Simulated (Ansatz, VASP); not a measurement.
# PbI3: VASP beside Ansatz

```xyz
4
Lattice="5.3690 0.0000 0.0000 0.0000 5.3690 0.0000 0.0000 0.0000 5.3690" Properties=species:S:1:pos:R:3 pbc="T T T"
Pb    0.0000    0.0000    0.0000
I     0.0000    2.6845    2.6845
I     2.6845    0.0000    2.6845
I     2.6845    2.6845    0.0000
```

Alike in both runs: task relaxation of cell and atoms; functional PBE; k mesh 10 × 10 × 10; occupations gaussian, width 0.1 eV; no spin polarisation.

|  | VASP | Ansatz |
| --- | --- | --- |
| version | VASP 6.6.1 | Ansatz 0.2.0 |
| potentials or method | VASP PAW PBE potentials, release 64 (Pb_d, I), cutoff 600 eV | scalar-relativistic, plane waves, PAW |
| valence electrons in the cell | 35 | 65 |

Ansatz gave:

* gap on the k mesh at the Fermi level, each at its own relaxed structure (eV): none
* relaxed volume (Å³/atom): 36.51
* relaxed length of the cell vector where the two differ most in proportion (Å): 5.266

What did VASP give for the same quantities?

gap on the k mesh at the Fermi level, each at its own relaxed structure (eV): none; relaxed volume (Å³/atom): 36.47; relaxed length of the cell vector where the two differ most in proportion (Å): 5.264.

A gap of «none» marks a metal or a gap that the smearing closes. VASP's potentials hold 35 valence electrons a cell and Ansatz's 65, so a difference there can come from the potentials and not from the codes.

Spin-orbit coupling is off throughout.
